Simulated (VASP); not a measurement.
# Ti (I4/mmm) in VASP: a series of runs, part 2 of 2

VASP 6.6.1. The steps go on from the part before.

## Step 3: Single point, r2SCAN (strain +0.000 along x and y, -0.050 along z)

POSCAR

```
Ti
1.0
   -1.6258948707      1.6258948707      1.5446001272
    1.6258948707     -1.6258948707      1.5446001272
    1.6258948707      1.6258948707     -1.5446001272
Ti
1
Direct
    0.0000000000      0.0000000000      0.0000000000
```

INCAR.step1

```
PREC = Accurate
ENCUT = 520
ISMEAR = 0
SIGMA = 0.15
LREAL = False
LASPH = True
NELM = 60
NBANDS = 12
GGA = PE
ALGO = Normal
EDIFF = 1E-4
LWAVE = True
LCHARG = False
```

INCAR.step2

```
PREC = Accurate
ENCUT = 520
EDIFF = 1E-6
ISMEAR = 0
SIGMA = 0.15
LREAL = False
LASPH = True
NELM = 60
ALGO = Normal
ISIF = 2
LWAVE = False
LCHARG = False
METAGGA = R2SCAN
LMIXTAU = True
NBANDS = 12
ISTART = 1
```

KPOINTS

```
Automatic mesh
0
Gamma
  26 26 26
```

Potentials or basis: VASP PAW PBE potentials, release 64 (Ti_sv).

Run with:

```console
$ cat potpaw_PBE.64/Ti_sv/POTCAR > POTCAR
$ cp INCAR.step1 INCAR
$ mpirun -np 1 vasp_std > vasp.out
$ cp INCAR.step2 INCAR
$ mpirun -np 1 vasp_std > vasp.out
```

OUTCAR:

```text
PREC = Accurate
   ENCUT = 520
   EDIFF = 1E-6
   ISMEAR = 0
   LREAL = False
   LASPH = True
   NELM = 60
   ISIF = 2
   METAGGA = R2SCAN
   ISTART = 1

 ion  position               nearest neighbor table
   1  0.000  0.000  0.000-

  LATTYP: Found a body centered tetragonal cell.
 ALAT       =     3.2517897414
 C/A-ratio  =     0.9500000000

  Lattice vectors:

 A1 = (  -1.6258948707,   1.6258948707,   1.5446001272)
 A2 = (   1.6258948707,  -1.6258948707,   1.5446001272)
 A3 = (   1.6258948707,   1.6258948707,  -1.5446001272)

Analysis of symmetry for initial positions (statically):
=====================================================================
 Subroutine PRICEL returns:
 Original cell was already a primitive cell.

 Routine SETGRP: Setting up the symmetry group for a
 body centered tetragonal supercell.

 Subroutine GETGRP returns: Found 16 space group operations
 (whereof 16 operations were pure point group operations)
 out of a pool of 16 trial point group operations.

The static configuration has the point symmetry D_4h.

Analysis of symmetry for dynamics (positions and initial velocities):
=====================================================================
 Subroutine PRICEL returns:
 Original cell was already a primitive cell.

 Routine SETGRP: Setting up the symmetry group for a
 body centered tetragonal supercell.

 Subroutine GETGRP returns: Found 16 space group operations
 (whereof 16 operations were pure point group operations)
 out of a pool of 16 trial point group operations.

The dynamic configuration has the point symmetry D_4h.

 Subroutine INISYM returns: Found 16 space group operations
 (whereof 16 operations are pure point group operations),
 and found     1 'primitive' translations

----------------------------------------------------------------------------------------

[... 110 lines left out ...]
     AMIX_MAG =   1.60;   BMIX_MAG =  1.00
  volume/ion in A,a.u.               =      16.33       110.22
  Fermi-wavevector in a.u.,A,eV,Ry     =   1.477230  2.791561 29.690767  2.182210
  Thomas-Fermi vector in A             =   2.591660
   LORBIT       =      0    0 simple, 1 ext, 2 COOP (PROOUT), +10 PAW based schemes
   METAGGA = R2SCAN    functional components
   LHFCALC =     F    Hartree Fock is set to
   AEXX    =    0.0000 exact exchange contribution
   IVDW    =     0    specifies the selected vdW correction
   LEPSILON=     F    determine dielectric tensor
   LRPA    =     F    only Hartree local field effects (RPA)
 non-spin polarized calculation
 Gauss-broadening in eV      SIGMA  =   0.15
  energy-cutoff  :      520.00
  volume of cell :       16.33
 maximum number of plane-waves:       454
 NGX is ok and might be reduce to    24
   NGX = 11   NGY = 11   NGZ = 11

 number of electron      12.0000001 magnetization

 Free energy of the ion-electron system (eV)
  ---------------------------------------------------
  ext. energy  EPLUGINS =         0.00000000
  ---------------------------------------------------
  free energy    TOTEN  =       -12.80965952 eV

  energy without entropy =      -12.78676313  energy(sigma->0) =      -12.79821132

 E-fermi :   8.7927     XC(G=0): -12.7187

 val. band max:        8.7921556655   @ k =  -0.2308   0.3077   0.1538
 cond. band min:       8.7933465509   @ k =   0.3846   0.3846   0.0769
 fundamental gap:      0.0011908854
 Fermi energy:         8.7927348398

 k-point     1 :       0.0000    0.0000    0.0000
  band No.  band energies     occupation
      1     -49.9971      2.00000
      2     -24.7226      2.00000
      3     -24.7213      2.00000
      4     -24.7213      2.00000
      5       2.3239      2.00000
      6       9.6960      0.00000
      7      10.1509      0.00000
      8      10.1509      0.00000
      9      11.6153      0.00000
     10      12.1472      0.00000
     11      26.9853      0.00000
     12      26.9853      0.00000
[... 331 lines left out ...]
 k-point    24 :       0.3846    0.0385   -0.0000
  band No.  band energies     occupation
      1     -49.8326      2.00000
      2     -25.4960      2.00000
      3     -24.9674      2.00000
      4     -24.7500      2.00000
      5       5.9483      2.00000
      6       8.3491      1.99997
      7       9.5183      0.00000
      8      11.9213      0.00000
      9      12.4327      0.00000
     10      13.2253      0.00000
     11      19.9049      0.00000
     12      23.3904      0.00000

 [... further k-points ...]
[... 5 lines left out ...]
  --------------------------------------------------------------------------------------
  -------------------------------------------------------------------------------------
  Total        0.7647349      0.7647349      0.5435918      0.0000000      0.0000000      0.0000000
  in kB       75.0171447     75.0171447     53.3239718      0.0000000      0.0000000      0.0000000
  external PRESSURE =      67.7860870 kB  Pullay stress =       0.0000000 kB

 VOLUME and BASIS-vectors are now :
 -----------------------------------------------------------------------------
  energy-cutoff  :      520.00
  volume of cell :       16.33
      direct lattice vectors                 reciprocal lattice vectors
    -1.625894871  1.625894871  1.544600127     0.000000000  0.307522958  0.323708377
     1.625894871 -1.625894871  1.544600127     0.307522958  0.000000000  0.323708377
     1.625894871  1.625894871 -1.544600127     0.307522958  0.307522958  0.000000000

 POSITION                                       TOTAL-FORCE (eV/Angst)
 -----------------------------------------------------------------------------------
      0.00000      0.00000      0.00000        -0.000000      0.000000      0.000000
 -----------------------------------------------------------------------------------
    total drift:                                0.000000      0.000000     -0.000000

  FREE ENERGIE OF THE ION-ELECTRON SYSTEM (eV)
  ---------------------------------------------------
  free  energy   TOTEN  =       -12.8096595157 eV

  energy  without entropy=      -12.7867631287  energy(sigma->0) =      -12.79821132
```

OUTCAR.step1:

```text
PREC = Accurate
   ENCUT = 520
   ISMEAR = 0
   LREAL = False
   LASPH = True
   NELM = 60
[... 576 lines left out ...]

 POSITION                                       TOTAL-FORCE (eV/Angst)
 -----------------------------------------------------------------------------------
      0.00000      0.00000      0.00000         0.000000      0.000000     -0.000000
 -----------------------------------------------------------------------------------
    total drift:                                0.000000      0.000000      0.000000

  FREE ENERGIE OF THE ION-ELECTRON SYSTEM (eV)
  ---------------------------------------------------
  free  energy   TOTEN  =        -7.7232578191 eV

  energy  without entropy=       -7.6991616649  energy(sigma->0) =       -7.71120974
```

OSZICAR.step1:

```text
N       E                     dE             d eps       ncg     rms          rms(c)
DAV:   1     0.865882233211E+02    0.86588E+02   -0.65690E+03 32016   0.122E+03
DAV:   2    -0.437766825894E+01   -0.90966E+02   -0.88539E+02 32524   0.298E+02
DAV:   3    -0.855130696574E+01   -0.41736E+01   -0.41217E+01 43952   0.647E+01
DAV:   4    -0.864117822029E+01   -0.89871E-01   -0.89755E-01 35520   0.832E+00
DAV:   5    -0.864339241497E+01   -0.22142E-02   -0.22141E-02 37196   0.116E+00    0.877E+00
DAV:   6    -0.771427542609E+01    0.92912E+00   -0.21031E+00 34816   0.211E+01    0.234E+00
DAV:   7    -0.771056055207E+01    0.37149E-02   -0.81488E-02 38380   0.328E+00    0.132E+00
DAV:   8    -0.772274065148E+01   -0.12180E-01   -0.38779E-02 33140   0.226E+00    0.111E-01
DAV:   9    -0.772319529536E+01   -0.45464E-03   -0.35606E-03 38732   0.564E-01    0.925E-02
DAV:  10    -0.772325781907E+01   -0.62524E-04   -0.23109E-04 33048   0.173E-01
   1 F= -.77232578E+01 E0= -.77112097E+01  d E =-.240962E-01
```

Run time: 12 min. Hardware: 1 thread of Intel Xeon 6975P-C (Granite Rapids), shared host; peak memory 0.36 GiB.

What came out:

```
Free energy            : -12.8097 eV
Pressure               : 6.8 GPa
Band gap on the k mesh : zero (bands 6 and 7 overlap by 1.88 eV)
```

Caveat: the cell differs from its parent crystal (strain +0.000 along x and y, -0.050 along z); the cell stands under pressure; the PAW data sets were made with another functional, which shifts forces and pressure a little.

## Step 4: Single point, r2SCAN (strain -0.025 along x and y, +0.000 along z)

POSCAR

```
Ti
1.0
   -1.5852474989      1.5852474989      1.6258948707
    1.5852474989     -1.5852474989      1.6258948707
    1.5852474989      1.5852474989     -1.6258948707
Ti
1
Direct
    0.0000000000      0.0000000000      0.0000000000
```

INCAR.step1

```
SYSTEM = Ti
  PREC = Accurate
  ENCUT = 520
  ISMEAR = 0
  SIGMA = 0.15
  LREAL = .False.
  LASPH = .True.
  NELM = 60
  NBANDS = 12
  GGA = PE
  ALGO = Normal
  EDIFF = 1E-4
  LWAVE = .True.
  LCHARG = .False.
```

INCAR.step2

```
SYSTEM = Ti
  PREC = Accurate
  ENCUT = 520
  EDIFF = 1E-6
  ISMEAR = 0
  SIGMA = 0.15
  LREAL = .False.
  LASPH = .True.
  NELM = 60
  ALGO = Normal
  ISIF = 2
  LWAVE = .False.
  LCHARG = .True.
  METAGGA = R2SCAN
  LMIXTAU = .True.
  LELF = .True.
  LVHAR = .True.
  NBANDS = 12
  ISTART = 1
```

KPOINTS

```
regular mesh
0
Gamma
  26 26 26
  0 0 0
```

Potentials or basis: VASP PAW PBE potentials, release 64 (Ti_sv).

Run with:

```console
$ cat potpaw_PBE.64/Ti_sv/POTCAR > POTCAR
$ cp INCAR.step1 INCAR
$ mpirun -np 1 vasp_std > vasp.out
$ cp INCAR.step2 INCAR
$ mpirun -np 1 vasp_std > vasp.out
```

OUTCAR:

```text
SYSTEM = Ti
   PREC = Accurate
   ENCUT = 520
   EDIFF = 1E-6
   ISMEAR = 0
   LREAL = .False.
   LASPH = .True.
   NELM = 60
   ISIF = 2
   METAGGA = R2SCAN
   ISTART = 1

 ion  position               nearest neighbor table
   1  0.000  0.000  0.000-

  LATTYP: Found a body centered tetragonal cell.
 ALAT       =     3.1704949978
 C/A-ratio  =     1.0256410257

  Lattice vectors:

 A1 = (  -1.5852474989,   1.5852474989,   1.6258948707)
 A2 = (   1.5852474989,  -1.5852474989,   1.6258948707)
 A3 = (   1.5852474989,   1.5852474989,  -1.6258948707)

Analysis of symmetry for initial positions (statically):
=====================================================================
 Subroutine PRICEL returns:
 Original cell was already a primitive cell.

 Routine SETGRP: Setting up the symmetry group for a
 body centered tetragonal supercell.

 Subroutine GETGRP returns: Found 16 space group operations
 (whereof 16 operations were pure point group operations)
 out of a pool of 16 trial point group operations.

The static configuration has the point symmetry D_4h.

Analysis of symmetry for dynamics (positions and initial velocities):
=====================================================================
 Subroutine PRICEL returns:
 Original cell was already a primitive cell.

 Routine SETGRP: Setting up the symmetry group for a
 body centered tetragonal supercell.

 Subroutine GETGRP returns: Found 16 space group operations
 (whereof 16 operations were pure point group operations)
 out of a pool of 16 trial point group operations.

The dynamic configuration has the point symmetry D_4h.

 Subroutine INISYM returns: Found 16 space group operations
 (whereof 16 operations are pure point group operations),
 and found     1 'primitive' translations

----------------------------------------------------------------------------------------

                                     Primitive cell

  volume of cell :      16.3436

[... 108 lines left out ...]
  Fermi-wavevector in a.u.,A,eV,Ry     =   1.476907  2.790949 29.677752  2.181253
  Thomas-Fermi vector in A             =   2.591376
   LORBIT       =      0    0 simple, 1 ext, 2 COOP (PROOUT), +10 PAW based schemes
   METAGGA = R2SCAN    functional components
   LHFCALC =     F    Hartree Fock is set to
   AEXX    =    0.0000 exact exchange contribution
   IVDW    =     0    specifies the selected vdW correction
   LEPSILON=     F    determine dielectric tensor
   LRPA    =     F    only Hartree local field effects (RPA)
 non-spin polarized calculation
 Gauss-broadening in eV      SIGMA  =   0.15
  energy-cutoff  :      520.00
  volume of cell :       16.34
 maximum number of plane-waves:       456
 NGX is ok and might be reduce to    24
   NGX = 11   NGY = 11   NGZ = 11

 number of electron      12.0000001 magnetization

 Free energy of the ion-electron system (eV)
  ---------------------------------------------------
  ext. energy  EPLUGINS =         0.00000000
  ---------------------------------------------------
  free energy    TOTEN  =       -12.80720989 eV

  energy without entropy =      -12.78429081  energy(sigma->0) =      -12.79575035

 E-fermi :   8.7778     XC(G=0): -12.7150

 val. band max:        8.7772401446   @ k =   0.3462   0.1538   0.1154
 cond. band min:       8.7780954729   @ k =  -0.1923  -0.3846   0.0385
 fundamental gap:      0.0008553283
 Fermi energy:         8.7778301993

 k-point     1 :       0.0000    0.0000    0.0000
  band No.  band energies     occupation
      1     -50.0013      2.00000
      2     -24.7278      2.00000
      3     -24.7278      2.00000
      4     -24.7268      2.00000
      5       2.3176      2.00000
      6       9.9123      0.00000
      7       9.9123      0.00000
      8      10.1244      0.00000
      9      11.7676      0.00000
     10      12.0144      0.00000
     11      26.9790      0.00000
     12      27.4806      0.00000
[... 331 lines left out ...]
 k-point    24 :       0.3846    0.0385    0.0000
  band No.  band energies     occupation
      1     -49.8424      2.00000
      2     -25.4993      2.00000
      3     -24.9609      2.00000
      4     -24.7351      2.00000
      5       5.9144      2.00000
      6       8.5877      1.92691
      7       9.3432      0.00000
      8      11.7879      0.00000
      9      12.2395      0.00000
     10      13.2352      0.00000
     11      19.6721      0.00000
     12      23.6040      0.00000

 [... further k-points ...]
[... 5 lines left out ...]
  --------------------------------------------------------------------------------------
  -------------------------------------------------------------------------------------
  Total        0.6495732      0.6495732      0.7286907      0.0000000      0.0000000      0.0000000
  in kB       63.6783899     63.6783899     71.4343714      0.0000000      0.0000000      0.0000000
  external PRESSURE =      66.2637171 kB  Pullay stress =       0.0000000 kB

 VOLUME and BASIS-vectors are now :
 -----------------------------------------------------------------------------
  energy-cutoff  :      520.00
  volume of cell :       16.34
      direct lattice vectors                 reciprocal lattice vectors
    -1.585247499  1.585247499  1.625894871     0.000000000  0.315408162  0.307522958
     1.585247499 -1.585247499  1.625894871     0.315408162  0.000000000  0.307522958
     1.585247499  1.585247499 -1.625894871     0.315408162  0.315408162  0.000000000

 POSITION                                       TOTAL-FORCE (eV/Angst)
 -----------------------------------------------------------------------------------
      0.00000      0.00000      0.00000         0.000000      0.000000      0.000000
 -----------------------------------------------------------------------------------
    total drift:                                0.000000      0.000000      0.000000

  FREE ENERGIE OF THE ION-ELECTRON SYSTEM (eV)
  ---------------------------------------------------
  free  energy   TOTEN  =       -12.8072098913 eV

  energy  without entropy=      -12.7842908088  energy(sigma->0) =      -12.79575035
```

Wall time 12 min (1 thread of Intel Xeon 6975P-C (Granite Rapids), shared host); peak memory 0.36 GiB.

Results:

| Item | Value |
| --- | --- |
| Free energy | -12.8072 eV |
| Pressure | 6.6 GPa |
| Band gap on the k mesh | zero (bands 6 and 7 overlap by 1.85 eV) |

Caveat: the cell differs from its parent crystal (strain -0.025 along x and y, +0.000 along z); the cell stands under pressure; the PAW data sets were made with another functional, which shifts forces and pressure a little.

## Step 5: Single point, r2SCAN (strain +0.000 along x and y, -0.025 along z)

POSCAR

```
Ti
1.0
   -1.6258948707      1.6258948707      1.5852474989
    1.6258948707     -1.6258948707      1.5852474989
    1.6258948707      1.6258948707     -1.5852474989
Ti
1
Direct
    0.0000000000      0.0000000000      0.0000000000
```

INCAR.step1

```
SYSTEM = Ti
PREC     = Accurate       ! precision mode
ENCUT    = 520            ! plane-wave cutoff, eV
ISMEAR   = 0              ! smearing method
SIGMA    = 0.15           ! smearing width, eV
LREAL    = .FALSE.        ! projectors in reciprocal space
LASPH    = .TRUE.         ! aspherical terms in the spheres
NELM     = 60             ! most SCF steps
NBANDS   = 12             ! bands
GGA      = PE             ! functional
ALGO     = Normal         ! electronic algorithm
EDIFF    = 1E-4           ! SCF threshold, eV
LWAVE    = .TRUE.         ! write WAVECAR
LCHARG   = .FALSE.        ! write CHGCAR
```

INCAR.step2

```
SYSTEM = Ti
PREC     = Accurate       ! precision mode
ENCUT    = 520            ! plane-wave cutoff, eV
EDIFF    = 1E-7           ! SCF threshold, eV
ISMEAR   = 0              ! smearing method
SIGMA    = 0.15           ! smearing width, eV
LREAL    = .FALSE.        ! projectors in reciprocal space
LASPH    = .TRUE.         ! aspherical terms in the spheres
NELM     = 60             ! most SCF steps
ALGO     = Normal         ! electronic algorithm
ISIF     = 2              ! what is computed and relaxed
LWAVE    = .FALSE.        ! write WAVECAR
LCHARG   = .FALSE.        ! write CHGCAR
METAGGA  = R2SCAN         ! meta-GGA
LMIXTAU  = .TRUE.       
NBANDS   = 12             ! bands
ISTART   = 1
```

KPOINTS

```
Automatic mesh
0
G
  26 26 26
  0 0 0
```

Run with:

```console
$ cat potpaw_PBE.64/Ti_sv/POTCAR > POTCAR
$ cp INCAR.step1 INCAR
$ mpirun -np 1 vasp_std > vasp.out
$ cp INCAR.step2 INCAR
$ mpirun -np 1 vasp_std > vasp.out
```

It took 13 min on 1 thread of Intel Xeon 6975P-C (Granite Rapids), shared host; peak memory 0.36 GiB.

Results (log left out):

* Free energy: -12.8210 eV
* Pressure: 3.5 GPa
* Band gap on the k mesh: zero (bands 6 and 7 overlap by 1.88 eV)

Stress tensor (GPa, compression positive):
```
3.89 0.00 0.00
0.00 3.89 0.00
0.00 0.00 2.86
```

Levels at points of the mesh, in eV from the Fermi level:
| k point | band 4 | band 5 | band 6 | band 7 | band 8 | band 9 |
| --- | --- | --- | --- | --- | --- | --- |
| (0.00, 0.00, 0.00) | -33.59 | -6.41 | 1.04 | 1.25 | 1.25 | 2.90 |
| (0.50, 0.00, 0.00) | -33.61 | -2.67 | -0.45 | 1.14 | 3.10 | 3.48 |
| (0.50, 0.50, 0.00) | -33.59 | -2.67 | -0.20 | 0.95 | 2.89 | 3.36 |
| (0.50, 0.50, 0.50) | -34.09 | -2.43 | -2.37 | 4.29 | 4.29 | 4.33 |

Caveat: the cell differs from its parent crystal (strain +0.000 along x and y, -0.025 along z); the cell stands under pressure; the PAW data sets were made with another functional, which shifts forces and pressure a little.

## Step 6: Summary

| cell | gap on the mesh (eV) | pressure (GPa) |
| --- | --- | --- |
| a = 2.793 Å, angles 110.8, 110.8, 106.7°, 1 atom | none | 3.7 |
| a = 2.770 Å, angles 108.1, 108.1, 112.2°, 1 atom | none | 6.8 |
| a = 2.769 Å, angles 110.2, 110.2, 108.1°, 1 atom | none | 6.6 |
| a = 2.793 Å, angles 108.8, 108.8, 110.8°, 1 atom | none | 3.5 |

Alike in all rows: task single point; level r2SCAN; potentials or basis VASP PAW PBE potentials, release 64 (Ti_sv); no spin polarisation; k mesh 26 × 26 × 26; cutoff (eV) 520; smearing gaussian 0.15 eV.

Caveats: the cell stands under pressure; the PAW data sets were made with another functional, which shifts forces and pressure a little.

Total energies depend on the potentials used, so only differences within one code and one set of settings carry meaning.
